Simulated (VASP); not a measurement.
**CdSe: single point with PBE**

CdSe:

```xyz
2
Lattice="0.0000 3.0703 3.0703 3.0703 0.0000 3.0703 3.0703 3.0703 0.0000" Properties=species:S:1:pos:R:3 pbc="T T T"
Cd    0.0000    0.0000    0.0000
Se    4.6054    4.6054    4.6054
```

| Quantity | Value |
| --- | --- |
| Program | VASP 6.6.1 |
| Task | single point |
| Functional | PBE |
| Potentials or basis | VASP PAW PBE potentials, release 64 (Cd, Se) |
| Cutoff | 500 eV |
| k mesh | 4 × 4 × 4 |
| Occupations | gaussian, width 0.01 eV |
| Spin | no spin polarisation |

* Pressure: 1.8 GPa
* Band gap on the k mesh: 0.53 eV, direct

Levels at points of the mesh, in eV from the valence-band top:
| k point | band 6 | band 7 | band 8 | band 9 | band 10 | band 11 | band 12 | band 13 |
| --- | --- | --- | --- | --- | --- | --- | --- | --- |
| (0.00, 0.00, 0.00) | -7.53 | 0.00 | 0.00 | 0.00 | 0.53 | 5.91 | 5.91 | 5.91 |
| (0.50, 0.00, 0.00) | -7.25 | -4.24 | -0.71 | -0.71 | 2.34 | 6.42 | 6.42 | 7.33 |
| (0.50, 0.50, 0.00) | -7.19 | -3.97 | -1.76 | -1.76 | 3.17 | 3.71 | 8.98 | 10.03 |

Run time: 20 s on 1 thread of AMD EPYC 7R13, on a shared host, peak memory 0.14 GiB.

Caveat: the k points lie up to 0.44 Å⁻¹ apart. As with any semilocal functional, this PBE gap is likely too small.
